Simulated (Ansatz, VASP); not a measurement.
# One calculation of PbSe, two programs

```
Pb Se
1.0
     0.00000    3.12221    3.12221
     3.12221    0.00000    3.12221
     3.12221    3.12221    0.00000
Pb Se
1 1
Direct
  0.00000 0.00000 0.00000
  0.50000 0.50000 0.50000
```

Change from the starting cell: volume scaled by 1.06, PAW files.

Alike in both runs: task electric field gradients; functional PBEsol; k mesh 9 × 9 × 9; occupations fermi-dirac, width 0.01 eV; no spin polarisation.

|  | VASP | Ansatz |
| --- | --- | --- |
| version | VASP 6.6.1 | Ansatz 0.2.0 |
| potentials or method | VASP PAW PBE potentials, release 64 (Pb_d, Se) | PAW with Ansatz's default frozen-core files, scalar-relativistic |
| plane-wave cutoff (eV) | 400 | 420 |
| valence electrons in the cell | 20 | 30 |

```csv
,VASP,Ansatz,Ansatz less VASP
pressure (GPa),-3.2,-3.2,+0.02
```

VASP's potentials were made for PBE, not for PBEsol. VASP's potentials hold 20 valence electrons a cell and Ansatz's 30, so a difference there can come from the potentials and not from the codes.

Spin-orbit coupling is off throughout.
